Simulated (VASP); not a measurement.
# WO (F-43m) in VASP: further runs

WO is run at these levels: PBE+U; tasks: single point.

Everything below comes from runs of VASP 6.6.1. Logs are shortened: lines on timing, memory, paths and dates and some standing lists are left out, and cuts for length are marked.

**1. The cell of the first run**

The structure is cubic, space group F-43m (No. 216). The conventional cell has a = 4.826 Å, b = 4.826 Å, c = 4.826 Å, α = 90.00°, β = 90.00°, γ = 90.00°. Within 2.8 Å of W (site symmetry -43m) lie 4 O at 2.09 Å. O (site symmetry -43m) has 4 W at 2.09 Å within 2.8 Å.

**2. Single point, PBE+U, collinear spin, ferromagnetic start**

INCAR

```
PREC = Accurate ; ENCUT = 520
EDIFF = 1E-6 ; ISMEAR = -1
SIGMA = 0.05 ; LREAL = False
LASPH = True ; NELM = 150
ALGO = Normal ; ISIF = 2
LWAVE = False ; LCHARG = False
ISPIN = 2 ; MAGMOM = 1 0
LORBIT = 11 ; LMAXMIX = 4
LDAU = True ; LDAUTYPE = 2
LDAUL = 2 -1 ; LDAUU = 6.2 0
LDAUJ = 0 0 ; LDAUPRINT = 1
GGA = PE ; NBANDS = 21
```

KPOINTS

```
regular mesh
0
Gamma
  10 10 10
```

POSCAR

```
WO
1.0
    0.0000000000      2.4128820392      2.4128820392
    2.4128820392      0.0000000000      2.4128820392
    2.4128820392      2.4128820392      0.0000000000
W O
1 1
Direct
    0.0000000000      0.0000000000      0.0000000000
    0.2500000000      0.2500000000      0.2500000000
```

Potentials or basis: VASP PAW PBE potentials, release 64 (W_sv, O).

On the command line:

```sh
> cat potpaw_PBE.64/W_sv/POTCAR potpaw_PBE.64/O/POTCAR > POTCAR
> mpirun -np 1 vasp_std > vasp.out
```

OUTCAR:

```text
PREC = Accurate
   ENCUT = 520
   EDIFF = 1E-6
   ISMEAR = -1
   LREAL = False
   LASPH = True
   NELM = 150
   ISIF = 2
   ISPIN = 2
   LORBIT = 11
   GGA = PE

 ion  position               nearest neighbor table
   1  0.000  0.000  0.000-   2 2.09   2 2.09   2 2.09   2 2.09
   2  0.250  0.250  0.250-   1 2.09   1 2.09   1 2.09   1 2.09

  LATTYP: Found a face centered cubic cell.
 ALAT       =     4.8257640784

  Lattice vectors:

 A1 = (   0.0000000000,   2.4128820392,   2.4128820392)
 A2 = (   2.4128820392,   0.0000000000,   2.4128820392)
 A3 = (   2.4128820392,   2.4128820392,   0.0000000000)

Analysis of symmetry for initial positions (statically):
=====================================================================
 Subroutine PRICEL returns:
 Original cell was already a primitive cell.

 Routine SETGRP: Setting up the symmetry group for a
 face centered cubic supercell.

 Subroutine GETGRP returns: Found 24 space group operations
 (whereof 24 operations were pure point group operations)
 out of a pool of 48 trial point group operations.

The static configuration has the point symmetry T_d .

Analysis of symmetry for dynamics (positions and initial velocities):
=====================================================================
 Subroutine PRICEL returns:
 Original cell was already a primitive cell.

 Routine SETGRP: Setting up the symmetry group for a
 face centered cubic supercell.

 Subroutine GETGRP returns: Found 24 space group operations
 (whereof 24 operations were pure point group operations)
 out of a pool of 48 trial point group operations.

The dynamic configuration has the point symmetry T_d .

Analysis of structural, dynamic, and magnetic symmetry:
=====================================================================
 Subroutine PRICEL returns:
 Original cell was already a primitive cell.
[... 165 lines left out ...]
 -0.0000  0.2101 -0.0000 -0.0000  0.0000
  0.0000 -0.0000  0.0421  0.0000  0.0000
  0.0000 -0.0000  0.0000  0.2101  0.0000
 -0.0000  0.0000  0.0000  0.0000  0.0421

 occupancies and eigenvectors

  o =  0.0421  v =  0.0000  0.0000  0.0000  0.0000  0.0000  0.0000 -0.0000  0.9874  0.0000 -0.1583      0.0000  0.0000  0.0000  0.0000  0.0000  0.0000  0.0000  0.0000  0.0000  0.0000
  o =  0.0421  v =  0.0000  0.0000  0.0000  0.0000  0.0000  0.0000  0.0000  0.1583 -0.0000  0.9874      0.0000  0.0000  0.0000  0.0000  0.0000  0.0000  0.0000  0.0000  0.0000  0.0000
  o =  0.2101  v =  0.0000  0.0000  0.0000  0.0000  0.0000  1.0000  0.0000  0.0000  0.0000  0.0000      0.0000  0.0000  0.0000  0.0000  0.0000  0.0000  0.0000  0.0000  0.0000  0.0000
  o =  0.2101  v =  0.0000  0.0000  0.0000  0.0000  0.0000  0.0000  0.9974  0.0000 -0.0719 -0.0000      0.0000  0.0000  0.0000  0.0000  0.0000  0.0000  0.0000  0.0000  0.0000  0.0000
  o =  0.2101  v =  0.0000  0.0000  0.0000  0.0000  0.0000  0.0000  0.0719 -0.0000  0.9974  0.0000      0.0000  0.0000  0.0000  0.0000  0.0000  0.0000  0.0000  0.0000  0.0000  0.0000
  o =  0.2611  v =  1.0000  0.0000  0.0000  0.0000  0.0000  0.0000  0.0000  0.0000  0.0000  0.0000      0.0000  0.0000  0.0000  0.0000  0.0000  0.0000  0.0000  0.0000  0.0000  0.0000
  o =  0.2611  v =  0.0000 -0.6822  0.0000  0.7312  0.0000  0.0000  0.0000  0.0000  0.0000  0.0000      0.0000  0.0000  0.0000  0.0000  0.0000  0.0000  0.0000  0.0000  0.0000  0.0000
  o =  0.2611  v =  0.0000  0.7312 -0.0000  0.6822 -0.0000  0.0000  0.0000  0.0000  0.0000  0.0000      0.0000  0.0000  0.0000  0.0000  0.0000  0.0000  0.0000  0.0000  0.0000  0.0000
  o =  0.8133  v =  0.0000  0.0000  0.3388  0.0000  0.9409  0.0000  0.0000  0.0000  0.0000  0.0000      0.0000  0.0000  0.0000  0.0000  0.0000  0.0000  0.0000  0.0000  0.0000  0.0000
  o =  0.8133  v =  0.0000 -0.0000  0.9409 -0.0000 -0.3388  0.0000  0.0000  0.0000  0.0000  0.0000      0.0000  0.0000  0.0000  0.0000  0.0000  0.0000  0.0000  0.0000  0.0000  0.0000

 number of electron      19.9999997 magnetization       2.0007339

 Free energy of the ion-electron system (eV)
  ---------------------------------------------------
  ext. energy  EPLUGINS =         0.00000000
  ---------------------------------------------------
  free energy    TOTEN  =       -12.97000767 eV

  energy without entropy =      -12.96997746  energy(sigma->0) =      -12.96999256

 E-fermi :   8.9002     XC(G=0): -11.8389

 val. band max:        8.6203955209   @ k =   0.3000   0.3000   0.0000
 cond. band min:       9.2391175355   @ k =   0.2000   0.2000   0.0000
 fundamental gap:      0.6187220146
 Fermi energy:         8.9002014014

 spin component 1

 k-point     1 :       0.0000    0.0000    0.0000
  band No.  band energies     occupation
      1     -67.7964      1.00000
      2     -31.9888      1.00000
      3     -31.9888      1.00000
      4     -31.9887      1.00000
      5     -13.1516      1.00000
      6       0.6993      1.00000
[... 1145 lines left out ...]
     20      29.2436      0.00000
     21      31.4809      0.00000

 [... further k-points ...]
[... 5 lines left out ...]
  --------------------------------------------------------------------------------------
  -------------------------------------------------------------------------------------
  Total        1.0131481      1.0131481      1.0131481      0.0000000      0.0000000     -0.0000000
  in kB       57.7757038     57.7757038     57.7757038      0.0000000      0.0000000     -0.0000000
  external PRESSURE =      57.7757038 kB  Pullay stress =       0.0000000 kB

 VOLUME and BASIS-vectors are now :
 -----------------------------------------------------------------------------
  energy-cutoff  :      520.00
  volume of cell :       28.10
      direct lattice vectors                 reciprocal lattice vectors
     0.000000000  2.412882039  2.412882039    -0.207221071  0.207221071  0.207221071
     2.412882039  0.000000000  2.412882039     0.207221071 -0.207221071  0.207221071
     2.412882039  2.412882039  0.000000000     0.207221071  0.207221071 -0.207221071

 POSITION                                       TOTAL-FORCE (eV/Angst)
 -----------------------------------------------------------------------------------
      0.00000      0.00000      0.00000         0.000000      0.000000      0.000000
      1.20644      1.20644      1.20644        -0.000000     -0.000000     -0.000000
 -----------------------------------------------------------------------------------
    total drift:                                0.000000      0.000000      0.000000

  FREE ENERGIE OF THE ION-ELECTRON SYSTEM (eV)
  ---------------------------------------------------
  free  energy   TOTEN  =       -12.9700076744 eV

  energy  without entropy=      -12.9699774554  energy(sigma->0) =      -12.96999256

 total charge

# of ion       s       p       d       tot
------------------------------------------
    1        2.287   6.251   3.082  11.621
    2        1.569   3.532   0.000   5.102
--------------------------------------------------
tot          3.857   9.784   3.082  16.722

 magnetization (x)

# of ion       s       p       d       tot
------------------------------------------
    1        0.024   0.014   1.680   1.718
    2        0.000   0.036   0.000   0.036
--------------------------------------------------
tot          0.024   0.050   1.680   1.755
```

stdout:

```text
POSCAR found type information on POSCAR W O
 POSCAR found :  2 types and       2 ions
 scaLAPACK will be used
 LDA part: xc-table for (Slater+PW92), standard interpolation
 POSCAR, INCAR and KPOINTS ok, starting setup
 FFT: planning ... GRIDC
 FFT: planning ... GRID_SOFT
 FFT: planning ... GRID
 WAVECAR not read
 entering main loop
```

Wall time 1.7 min (1 thread of Intel Xeon 8259CL, shared host); peak memory 0.2 GiB.

What came out:

```
Free energy                                           : -12.9700 eV
Pressure                                              : 5.8 GPa
Band gap on the k mesh                                : 0.62 eV, indirect (least direct gap 1.09 eV)
Net moment                                            : 2.00 μB per cell
Site moments                                          : W +1.72; O +0.04 μB
Valence electrons inside the program's atomic spheres : W 11.62; O 5.10
```

Levels at points of the mesh, in eV from the valence-band top:
Spin up:
```tsv
k point	band 7	band 8	band 9	band 10	band 11	band 12	band 13	band 14	band 15	band 16
(0.00, 0.00, 0.00)	-7.92	-7.92	-3.56	-3.52	-3.52	3.43	3.43	3.43	11.78	11.78
(0.50, 0.00, 0.00)	-7.79	-7.79	-2.77	-2.77	-0.79	2.15	2.43	2.43	6.08	13.32
(0.50, 0.50, 0.00)	-6.66	-6.66	-2.59	-2.57	-2.45	2.02	2.02	6.69	6.85	10.86
```
Spin down:
```csv
k point,band 6,band 7,band 8,band 9,band 10,band 11,band 12,band 13
"(0.00, 0.00, 0.00)",-7.55,-7.55,-7.55,-2.95,2.54,2.54,4.24,4.24
"(0.50, 0.00, 0.00)",-8.01,-7.06,-7.06,-0.17,2.56,2.56,3.06,3.48
"(0.50, 0.50, 0.00)",-8.51,-6.44,-6.44,-1.96,1.33,3.12,3.12,4.15
```

Eigenvalues of the final occupation matrices:
| site | spin | trace | eigenvalues |
| --- | --- | --- | --- |
| site 1 d | 1 | 2.41 | 0.26 0.26 0.26 0.81 0.81 |
| site 1 d | 2 | 0.71 | 0.04 0.04 0.21 0.21 0.21 |

Caveat: spin-orbit coupling is left out, which moves the levels of the heavy elements. The state reached can hang on the start; a lower one may exist.

**3. Single point, PBE+U, collinear spin, ferromagnetic start**

This run uses another cell than the first one, of 14.61 Å³/atom, 1.040 times its volume.

INCAR

```
SYSTEM = WO
PREC     = Accurate       ! precision mode
ENCUT    = 520            ! plane-wave cutoff, eV
EDIFF    = 1E-6           ! SCF threshold, eV
ISMEAR   = 0              ! smearing method
SIGMA    = 0.02           ! smearing width, eV
LREAL    = .False.        ! projectors in reciprocal space
LASPH    = .True.         ! aspherical terms in the spheres
NELM     = 150            ! most SCF steps
ALGO     = Normal         ! electronic algorithm
ISIF     = 2              ! what is computed and relaxed
LWAVE    = .False.        ! write WAVECAR
LCHARG   = .False.        ! write CHGCAR
ISPIN    = 2              ! spin polarisation
MAGMOM   = 1 0            ! initial moments
LORBIT   = 11             ! projections on sites
LMAXMIX  = 4              ! l up to which the mixer works
LDAU     = .True.         ! DFT+U
LDAUTYPE = 2            
LDAUL    = 2 -1           ! shell
LDAUU    = 6.2 0          ! U, eV
LDAUJ    = 0 0          
LDAUPRINT= 1            
GGA      = PE             ! functional
NBANDS   = 21             ! bands
```

KPOINTS

```
Automatic mesh
0
Gamma
  10 10 10
  0 0 0
```

POSCAR

```
WO
1.0
    0.0000000000      2.4446341283      2.4446341283
    2.4446341283      0.0000000000      2.4446341283
    2.4446341283      2.4446341283      0.0000000000
W O
1 1
Direct
    0.0000000000      0.0000000000      0.0000000000
    0.2500000000      0.2500000000      0.2500000000
```

Potentials or basis: VASP PAW PBE potentials, release 64 (W_sv, O).

On the command line:

```sh
> cat potpaw_PBE.64/W_sv/POTCAR potpaw_PBE.64/O/POTCAR > POTCAR
> mpirun -np 1 vasp_std > vasp.out
```

Wall time 2.2 min (1 thread of Intel Xeon 8259CL, shared host); peak memory 0.2 GiB.

Results (log left out):

* Free energy: -12.9837 eV
* Pressure: -2.0 GPa
* Band gap on the k mesh: 0.69 eV, indirect (least direct gap 1.10 eV)
* Net moment: 2.00 μB per cell
* Site moments: W +1.73; O +0.03 μB
* Valence electrons inside the program's atomic spheres: W 11.56; O 5.08

Levels at points of the mesh, in eV from the valence-band top:
Spin up:
```tsv
k point	band 9	band 10	band 11	band 12	band 13	band 14
(0.00, 0.00, 0.00)	-3.55	-3.55	-3.53	3.28	3.28	3.28
(0.50, 0.00, 0.00)	-2.82	-2.82	-0.74	2.07	2.32	2.32
(0.50, 0.50, 0.00)	-2.61	-2.56	-2.45	1.93	1.93	6.34
```
Spin down:
```
           k point  band 6  band 7  band 8  band 9  band 10  band 11  band 12  band 13
(0.00, 0.00, 0.00)   -7.26   -7.26   -7.26   -2.93     2.55     2.55     4.08     4.08
(0.50, 0.00, 0.00)   -7.77   -6.80   -6.80   -0.12     2.55     2.55     2.96     3.38
(0.50, 0.50, 0.00)   -8.21   -6.24   -6.24   -1.83     1.36     3.03     3.03     4.06
```

Eigenvalues of the final occupation matrices:
| site | spin | trace | eigenvalues |
| --- | --- | --- | --- |
| site 1 d | 1 | 2.40 | 0.25 0.25 0.25 0.82 0.82 |
| site 1 d | 2 | 0.69 | 0.04 0.04 0.20 0.20 0.20 |

Caveat: spin-orbit coupling is left out, which moves the levels of the heavy elements.

**4. Single point, PBE+U, collinear spin, ferromagnetic start**

This run uses another cell than the first one, of 15.45 Å³/atom, 1.100 times its volume.

INCAR

```
SYSTEM = WO
PREC = Accurate ; ENCUT = 520
EDIFF = 1E-6 ; ISMEAR = 0
SIGMA = 0.02 ; LREAL = .FALSE.
LASPH = .TRUE. ; NELM = 150
ALGO = Normal ; ISIF = 2
LWAVE = .FALSE. ; LCHARG = .FALSE.
ISPIN = 2 ; MAGMOM = 1 0
LORBIT = 11 ; LMAXMIX = 4
LDAU = .TRUE. ; LDAUTYPE = 2
LDAUL = 2 -1 ; LDAUU = 6.2 0
LDAUJ = 0 0 ; LDAUPRINT = 1
GGA = PE ; NBANDS = 21
```

KPOINTS

```
Automatic mesh
0
G
  10 10 10
  0 0 0
```

POSCAR

```
WO
1.0
    0.0000000000      2.4907701500      2.4907701500
    2.4907701500      0.0000000000      2.4907701500
    2.4907701500      2.4907701500      0.0000000000
W O
1 1
Direct
    0.0000000000      0.0000000000      0.0000000000
    0.2500000000      0.2500000000      0.2500000000
```

On the command line:

```sh
> cat potpaw_PBE.64/W_sv/POTCAR potpaw_PBE.64/O/POTCAR > POTCAR
> mpirun -np 1 vasp_std > vasp.out
```

It took 2.1 min on 1 thread of Intel Xeon 8259CL, shared host; peak memory 0.2 GiB.

It converged, with:

```yaml
Free_energy: -12.9154 eV
Pressure: -10.9 GPa
Band_gap_on_the_k_mesh: 0.71 eV, indirect (least direct gap 1.07 eV)
Net_moment: 2.00 μB per cell
Site_moments: W +1.74; O +0.01 μB
Valence_electrons_inside_the_program's_atomic_spheres: W 11.48; O 5.04
```

Levels at points of the mesh, in eV from the valence-band top:
Spin up:
| k point | band 7 | band 8 | band 9 | band 10 | band 11 | band 12 | band 13 | band 14 | band 15 | band 16 |
| --- | --- | --- | --- | --- | --- | --- | --- | --- | --- | --- |
| (0.00, 0.00, 0.00) | -7.19 | -7.19 | -3.59 | -3.59 | -3.48 | 3.06 | 3.06 | 3.06 | 11.18 | 11.18 |
| (0.50, 0.00, 0.00) | -7.13 | -7.13 | -2.89 | -2.89 | -0.68 | 1.96 | 2.16 | 2.16 | 5.45 | 12.58 |
| (0.50, 0.50, 0.00) | -6.14 | -6.14 | -2.71 | -2.66 | -2.26 | 1.79 | 1.79 | 5.86 | 6.02 | 10.11 |
Spin down:
| k point | band 7 | band 8 | band 9 | band 10 | band 11 | band 12 |
| --- | --- | --- | --- | --- | --- | --- |
| (0.00, 0.00, 0.00) | -6.86 | -6.86 | -2.90 | 2.55 | 2.55 | 3.86 |
| (0.50, 0.00, 0.00) | -6.45 | -6.45 | -0.06 | 2.52 | 2.52 | 2.82 |
| (0.50, 0.50, 0.00) | -5.96 | -5.96 | -1.65 | 1.41 | 2.89 | 2.89 |

Eigenvalues of the final occupation matrices:
| site | spin | trace | eigenvalues |
| --- | --- | --- | --- |
| site 1 d | 1 | 2.38 | 0.25 0.25 0.25 0.82 0.82 |
| site 1 d | 2 | 0.66 | 0.04 0.04 0.20 0.20 0.20 |

Caveat: spin-orbit coupling is left out, which moves the levels of the heavy elements.

**5. Overview**

```tsv
cell	smearing	gap on the mesh (eV)	pressure (GPa)	moment (μB)
a = 3.412 Å, angles 60.0°, 2 atoms	fermi-dirac 0.05 eV	0.62	5.8	2.00
a = 3.457 Å, angles 60.0°, 2 atoms	gaussian 0.02 eV	0.69	-2.0	2.00
a = 3.522 Å, angles 60.0°, 2 atoms	gaussian 0.02 eV	0.71	-10.9	2.00
```

Alike in all rows: task single point; level PBE+U; potentials or basis VASP PAW PBE potentials, release 64 (W_sv, O); spin collinear, ferromagnetic start; W d U = 6.2 eV; k mesh 10 × 10 × 10; cutoff (eV) 520.

Caveats: spin-orbit coupling is left out, which moves the levels of the heavy elements.

Total energies depend on the potentials used, so only differences within one code and one set of settings carry meaning.
